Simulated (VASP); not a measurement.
Wanted: the native input for a VASP 6.6.1 run.

```yaml
Task: density of states
Functional: PBE
Potentials_or_basis: VASP PAW PBE potentials, release 64 (Na_pv, I)
Cutoff: 520 eV
k_mesh: 6 × 6 × 6
Occupations: gaussian, width 0.02 eV
Spin: non-collinear spin, zero start, spin-orbit coupling
Starting_moments: "[[0.0, 0.0, 0.0], [0.0, 0.0, 0.0]] μB"
Dipole_correction: no
k_mesh_for_the_DOS: 9 × 9 × 9
Occupations_for_the_DOS: tetrahedron
Further_INCAR_settings: ALGO = Normal; EDIFF = 1e-06
```

NaI:

```xyz
2
Lattice="0.0000 3.2646 3.2646 3.2646 0.0000 3.2646 3.2646 3.2646 0.0000" Properties=species:S:1:pos:R:3 pbc="T T T"
Na    3.2646    3.2646    3.2646
I     0.0000    0.0000    0.0000
```

One way to write it, as run:

POSCAR

```
NaI
1.0
    0.0000000000      3.2646422433      3.2646422433
    3.2646422433      0.0000000000      3.2646422433
    3.2646422433      3.2646422433      0.0000000000
Na I
1 1
Direct
    0.5000000000      0.5000000000      0.5000000000
    0.0000000000      0.0000000000      0.0000000000
```

INCAR.step1

```
  PREC = Accurate
  ENCUT = 520
  EDIFF = 1E-6
  ISMEAR = 0
  SIGMA = 0.02
  LREAL = F
  LASPH = T
  NELM = 150
  ALGO = Normal
  ISIF = 2
  LWAVE = F
  LCHARG = T
  MAGMOM = 0 0 0 0 0 0
  LSORBIT = T
  GGA_COMPAT = F
  LORBMOM = T
  GGA = PE
  NBANDS = 26
```

KPOINTS.step1

```
regular mesh
0
Gamma
  6 6 6
```

INCAR.step2

```
  PREC = Accurate
  ENCUT = 520
  EDIFF = 1E-6
  ISMEAR = -5
  SIGMA = 0.02
  LREAL = F
  LASPH = T
  NELM = 150
  ALGO = Normal
  ISIF = 2
  LWAVE = F
  LCHARG = F
  MAGMOM = 0 0 0 0 0 0
  LORBIT = 11
  LSORBIT = T
  GGA_COMPAT = F
  LORBMOM = T
  GGA = PE
  NEDOS = 2001
  ICHARG = 11
```

KPOINTS.step2

```
regular mesh
0
Gamma
  9 9 9
```

Potentials or basis: VASP PAW PBE potentials, release 64 (Na_pv, I).

The run is started by

```console
$ cat potpaw_PBE.64/Na_pv/POTCAR potpaw_PBE.64/I/POTCAR > POTCAR
$ cp INCAR.step1 INCAR
$ cp KPOINTS.step1 KPOINTS
$ mpirun -np 1 vasp_ncl > vasp.out
$ cp INCAR.step2 INCAR
$ cp KPOINTS.step2 KPOINTS
$ mpirun -np 1 vasp_ncl > vasp.out
```

It gave:

* Net moment: 0.00 μB per cell
* Valence electrons inside the program's atomic spheres: Na 6.01; I 4.34

Run time: 2.8 min on 1 thread of Intel Xeon 6975P-C (shared host), peak memory 0.41 GiB.
